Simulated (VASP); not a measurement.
# LiF (P4/mmm) in VASP: single point with r2SCAN

Aim: the single point of LiF with r2SCAN.

All numbers are computed with VASP 6.6.1; they aren't measurements. Logs are shortened: lines on timing, memory, paths and dates and some standing lists are left out, and cuts for length are marked.

**1. The cell of the first run**

The structure is tetragonal, space group P4/mmm (No. 123). Conventional cell: a = 2.516 Å, b = 2.516 Å, c = 2.419 Å, α = 90.00°, β = 90.00°, γ = 90.00°. Li (site symmetry 4/mmm) has 8 F at 2.15 Å and 6 Li at 2.42 to 2.52 Å within 2.8 Å. Within 2.8 Å of F (site symmetry 4/mmm) lie 8 Li at 2.15 Å and 6 F at 2.42 to 2.52 Å.

**2. Single point, r2SCAN (uniaxial x strain -3.9%)**

Contents of POSCAR:

```
LiF
1.0
    2.4188792420      0.0000000000      0.0000000000
    0.0000000000      2.5162584438      0.0000000000
    0.0000000000      0.0000000000      2.5162584438
Li F
1 1
Direct
    0.0000000000      0.0000000000      0.0000000000
    0.5000000000      0.5000000000      0.5000000000
```

Contents of INCAR.step1:

```
PREC = Accurate
ENCUT = 1490
ISMEAR = 0
SIGMA = 0.01
LREAL = F
LASPH = T
NELM = 120
NBANDS = 12
GGA = PE
ALGO = Normal
EDIFF = 1E-5
LWAVE = T
LCHARG = F
GGA_COMPAT = F
```

Contents of INCAR.step2:

```
PREC = Accurate
ENCUT = 1490
EDIFF = 1E-6
ISMEAR = 0
SIGMA = 0.01
LREAL = F
LASPH = T
NELM = 120
ALGO = Normal
ISIF = 2
LWAVE = F
LCHARG = F
METAGGA = R2SCAN
LMIXTAU = T
NBANDS = 12
ISTART = 1
GGA_COMPAT = F
```

Contents of KPOINTS:

```
Automatic mesh
0
Gamma
  10 10 10
```

Potentials or basis: VASP PAW PBE potentials, release 64 (Li_sv, F_h).

Run with:

```
$ cat potpaw_PBE.64/Li_sv/POTCAR potpaw_PBE.64/F_h/POTCAR > POTCAR
$ cp INCAR.step1 INCAR
$ mpirun -np 1 vasp_std > vasp.out
$ cp INCAR.step2 INCAR
$ mpirun -np 1 vasp_std > vasp.out
```

OUTCAR:

```text
PREC = Accurate
   ENCUT = 1490
   EDIFF = 1E-6
   ISMEAR = 0
   LREAL = F
   LASPH = T
   NELM = 120
   ISIF = 2
   METAGGA = R2SCAN
   ISTART = 1

 ion  position               nearest neighbor table
   1  0.000  0.000  0.000-
   2  0.500  0.500  0.500-

  LATTYP: Found a simple tetragonal cell.
 ALAT       =     2.5162584438
 C/A-ratio  =     0.9613000000

  Lattice vectors:

 A1 = (   0.0000000000,   2.5162584438,   0.0000000000)
 A2 = (   0.0000000000,   0.0000000000,   2.5162584438)
 A3 = (   2.4188792420,   0.0000000000,   0.0000000000)

Analysis of symmetry for initial positions (statically):
=====================================================================
 Subroutine PRICEL returns:
 Original cell was already a primitive cell.

 Routine SETGRP: Setting up the symmetry group for a
 simple tetragonal supercell.

 Subroutine GETGRP returns: Found 16 space group operations
 (whereof 16 operations were pure point group operations)
 out of a pool of 16 trial point group operations.

The static configuration has the point symmetry D_4h.

Analysis of symmetry for dynamics (positions and initial velocities):
=====================================================================
 Subroutine PRICEL returns:
 Original cell was already a primitive cell.

 Routine SETGRP: Setting up the symmetry group for a
 simple tetragonal supercell.

 Subroutine GETGRP returns: Found 16 space group operations
 (whereof 16 operations were pure point group operations)
 out of a pool of 16 trial point group operations.

The dynamic configuration has the point symmetry D_4h.

 Subroutine INISYM returns: Found 16 space group operations
 (whereof 16 operations are pure point group operations),
 and found     1 'primitive' translations

----------------------------------------------------------------------------------------

                                     Primitive cell

  volume of cell :      15.3153

  direct lattice vectors                    reciprocal lattice vectors
     2.418879242  0.000000000  0.000000000     0.413414602  0.000000000  0.000000000
     0.000000000  2.516258444  0.000000000     0.000000000  0.397415457  0.000000000
     0.000000000  0.000000000  2.516258444     0.000000000  0.000000000  0.397415457

  length of vectors
     2.418879242  2.516258444  2.516258444     0.413414602  0.397415457  0.397415457

  position of ions in fractional coordinates (direct lattice)
     0.000000000  0.000000000  0.000000000
     0.500000000  0.500000000  0.500000000

  ion indices of the primitive-cell ions
   primitive index   ion index
                 1           1
                 2           2

----------------------------------------------------------------------------------------

 KPOINTS: Automatic mesh

Automatic generation of k-mesh.
 Grid dimensions read from file:
 generate k-points for:   10   10   10

 Generating k-lattice:

  Cartesian coordinates                     Fractional coordinates (reciprocal lattice)
     0.041341460  0.000000000  0.000000000     0.100000000  0.000000000  0.000000000
     0.000000000  0.039741546  0.000000000     0.000000000  0.100000000  0.000000000
     0.000000000  0.000000000  0.039741546     0.000000000  0.000000000  0.100000000

  Length of vectors
     0.041341460  0.039741546  0.039741546

  Shift w.r.t. Gamma in fractional coordinates (k-lattice)
     0.000000000  0.000000000  0.000000000

 Subroutine IBZKPT returns following result:
 ===========================================

 Found    126 irreducible k-points:

 Following reciprocal coordinates:
            Coordinates               Weight
  0.000000  0.000000  0.000000      1.000000
  0.100000  0.000000  0.000000      2.000000
  0.200000  0.000000  0.000000      2.000000
  0.300000  0.000000  0.000000      2.000000
  0.400000  0.000000  0.000000      2.000000
  0.500000  0.000000  0.000000      1.000000
[... 16 lines left out ...]
  0.400000  0.300000  0.000000      8.000000
  0.500000  0.300000  0.000000      4.000000
 [... further k-points ...]
   k-points           NKPTS =    126   k-points in BZ     NKDIM =    126   number of bands    NBANDS=     12
   number of dos      NEDOS =    301   number of ions     NIONS =      2
   total plane-waves  NPLWV =  30720
   dimension x,y,z NGX =    30 NGY =   32 NGZ =   32
   dimension x,y,z NGXF=    60 NGYF=   64 NGZF=   64
   ions per type =               1   1
   NGX,Y,Z   is equivalent  to a cutoff of  20.62, 21.14, 21.14 a.u.
   NGXF,Y,Z  is equivalent  to a cutoff of  41.24, 42.28, 42.28 a.u.
 SYSTEM =  unknown system
   PREC   = accura    normal or accurate (medium, high low for compatibility)
   ISTART =      1    job   : 0-new  1-cont  2-samecut
   ICHARG =      0    charge: 1-file 2-atom 10-const
   ISPIN  =      1    spin polarized calculation?
   LNONCOLLINEAR =      F non collinear calculations
   LSORBIT =      F    spin-orbit coupling
   LASPH  =      T    aspherical Exc in radial PAW
   ENCUT  = 1490.0 eV 109.51 Ry   10.46 a.u.   7.61  7.92  7.92*2*pi/ulx,y,z
   NELM   =    120;   NELMIN=  2; NELMDL=  0     # of ELM steps
   EDIFF  = 0.1E-05   stopping-criterion for ELM
   LREAL  =      F    real-space projection
   EDIFFG = 0.1E-04   stopping-criterion for IOM
   NSW    =      0    number of steps for IOM
   IBRION =     -1    ionic relax: 0-MD 1-quasi-New 2-CG
   NFREE  =      0    steps in history (QN), initial steepest desc. (CG)
   ISIF   =      2    stress and relaxation
   ISYM   =      2    0-nonsym 1-usesym 2-fastsym
   POTIM  = 0.5000    time-step for ionic-motion
   TEBEG  =    0.0;   TEEND  =   0.0 temperature during run
   PSTRESS=    0.0 pullay stress
   NELECT =      10.0000    total number of electrons
   NUPDOWN=      -1.0000    fix difference up-down
   EMIN   =  10.00;   EMAX   =-10.00  energy-range for DOS
   EFERMI =   0.00;   METHOD = LEGACY
   ISMEAR =     0;   SIGMA  =   0.01  broadening in eV -4-tet -1-fermi 0-gaus
   EFERMI_NEDOS =   21; number of points for ismear=-14 and -15
   IALGO  =     38    algorithm
   IMIX   =      4    mixing-type and parameters
     AMIX     =   0.40;   BMIX     =  1.00
     AMIX_MAG =   1.60;   BMIX_MAG =  1.00
  volume/ion in A,a.u.               =       7.66        51.68
  Fermi-wavevector in a.u.,A,eV,Ry     =   1.420256  2.683895 27.444677  2.017127
  Thomas-Fermi vector in A             =   2.541190
   LORBIT       =      0    0 simple, 1 ext, 2 COOP (PROOUT), +10 PAW based schemes
   METAGGA = R2SCAN    functional components
   LHFCALC =     F    Hartree Fock is set to
   AEXX    =    0.0000 exact exchange contribution
   IVDW    =     0    specifies the selected vdW correction
   LEPSILON=     F    determine dielectric tensor
   LRPA    =     F    only Hartree local field effects (RPA)
 non-spin polarized calculation
 Gauss-broadening in eV      SIGMA  =   0.01
  energy-cutoff  :     1490.00
  volume of cell :       15.32
 maximum number of plane-waves:      2034
   NGX = 15   NGY = 15   NGZ = 15

 number of electron      10.0000001 magnetization

 Free energy of the ion-electron system (eV)
  ---------------------------------------------------
  ext. energy  EPLUGINS =         0.00000000
  ---------------------------------------------------
  free energy    TOTEN  =       -11.26710156 eV

  energy without entropy =      -11.26710156  energy(sigma->0) =      -11.26710156

 E-fermi :   1.1503     XC(G=0): -10.9506

 val. band max:        0.9433112220   @ k =   0.0000   0.5000   0.5000
 cond. band min:      10.2334165503   @ k =   0.0000   0.0000   0.0000
 fundamental gap:      9.2901053283
 Fermi energy:         1.1503498203

 k-point     1 :       0.0000    0.0000    0.0000
  band No.  band energies     occupation
      1     -43.2381      2.00000
      2     -21.6043      2.00000
      3      -0.2044      2.00000
      4      -0.2044      2.00000
      5       0.2775      2.00000
      6      10.2334      0.00000
      7      20.7127      0.00000
      8      21.8302      0.00000
      9      24.1655      0.00000
     10      24.1655      0.00000
     11      25.4715      0.00000
     12      41.0571      0.00000

 k-point     2 :       0.1000    0.0000    0.0000
  band No.  band energies     occupation
      1     -43.2309      2.00000
      2     -21.5474      2.00000
      3      -0.1552      2.00000
      4      -0.1552      2.00000
      5      -0.1455      2.00000
      6      10.4451      0.00000
      7      20.6159      0.00000
      8      20.9742      0.00000
      9      24.1168      0.00000
     10      24.1168      0.00000
     11      27.3906      0.00000
     12      40.9236      0.00000

 k-point     3 :       0.2000    0.0000    0.0000
  band No.  band energies     occupation
      1     -43.2119      2.00000
      2     -21.3941      2.00000
      3      -1.1523      2.00000
      4      -0.0240      2.00000
      5      -0.0240      2.00000
      6      10.8569      0.00000
      7      19.0906      0.00000
      8      21.7584      0.00000
      9      23.9628      0.00000
     10      23.9628      0.00000
     11      31.0116      0.00000
     12      37.4665      0.00000
[... 286 lines left out ...]
 k-point    23 :       0.4000    0.3000    0.0000
  band No.  band energies     occupation
      1     -43.1402      2.00000
      2     -20.6637      2.00000
      3      -2.8418      2.00000
      4      -1.9251      2.00000
      5       0.4913      2.00000
      6      13.9143      0.00000
      7      16.9410      0.00000
      8      17.8182      0.00000
      9      25.1585      0.00000
     10      25.1845      0.00000
     11      32.7693      0.00000
     12      34.6674      0.00000

 k-point    24 :       0.5000    0.3000    0.0000
  band No.  band energies     occupation
      1     -43.1337      2.00000
      2     -20.5902      2.00000
      3      -3.1428      2.00000
      4      -1.8737      2.00000
      5       0.5362      2.00000
      6      14.0570      0.00000
      7      16.7226      0.00000
      8      17.9234      0.00000
      9      24.5436      0.00000
     10      25.3862      0.00000
     11      32.6777      0.00000
     12      35.7557      0.00000

 [... further k-points ...]

------------------------ aborting loop because EDIFF is reached ----------------------------------------

  FORCE on cell =-STRESS in cart. coord.  units (eV):
  Direction    XX          YY          ZZ          XY          YZ          ZX
  --------------------------------------------------------------------------------------
  -------------------------------------------------------------------------------------
  Total        1.0899933     -0.2134339     -0.2134339      0.0000000      0.0000000      0.0000000
  in kB      114.0275347    -22.3279719    -22.3279719      0.0000000      0.0000000      0.0000000
  external PRESSURE =      23.1238636 kB  Pullay stress =       0.0000000 kB

 VOLUME and BASIS-vectors are now :
 -----------------------------------------------------------------------------
  energy-cutoff  :     1490.00
  volume of cell :       15.32
      direct lattice vectors                 reciprocal lattice vectors
     2.418879242  0.000000000  0.000000000     0.413414602  0.000000000  0.000000000
     0.000000000  2.516258444  0.000000000     0.000000000  0.397415457  0.000000000
     0.000000000  0.000000000  2.516258444     0.000000000  0.000000000  0.397415457

 POSITION                                       TOTAL-FORCE (eV/Angst)
 -----------------------------------------------------------------------------------
      0.00000      0.00000      0.00000         0.000000      0.000000      0.000000
      1.20944      1.25813      1.25813         0.000000      0.000000      0.000000
 -----------------------------------------------------------------------------------
    total drift:                                0.000000      0.000000      0.000000

  FREE ENERGIE OF THE ION-ELECTRON SYSTEM (eV)
  ---------------------------------------------------
  free  energy   TOTEN  =       -11.2671015559 eV

  energy  without entropy=      -11.2671015559  energy(sigma->0) =      -11.26710156
```

It took 3.8 min on 1 thread of Intel Xeon Platinum 8259CL at 2.50GHz (Skylake/Cascade Lake), shared host; peak memory 0.24 GiB.

Results:

```yaml
Free_energy: -11.2671 eV
Pressure: 2.3 GPa
Band_gap_on_the_k_mesh: 9.29 eV (least direct gap 9.96 eV)
```

Stress tensor (GPa, compression positive):
```
11.40  0.00  0.00
 0.00 -2.23  0.00
 0.00  0.00 -2.23
```

Caveat: the cell differs from its parent crystal (uniaxial x strain -3.9%); the stress differs along the axes, from -2 to 11 GPa; the structure was generated, so it needn't be the stable form of LiF; the PAW data sets were made with another functional, which shifts forces and pressure a little.
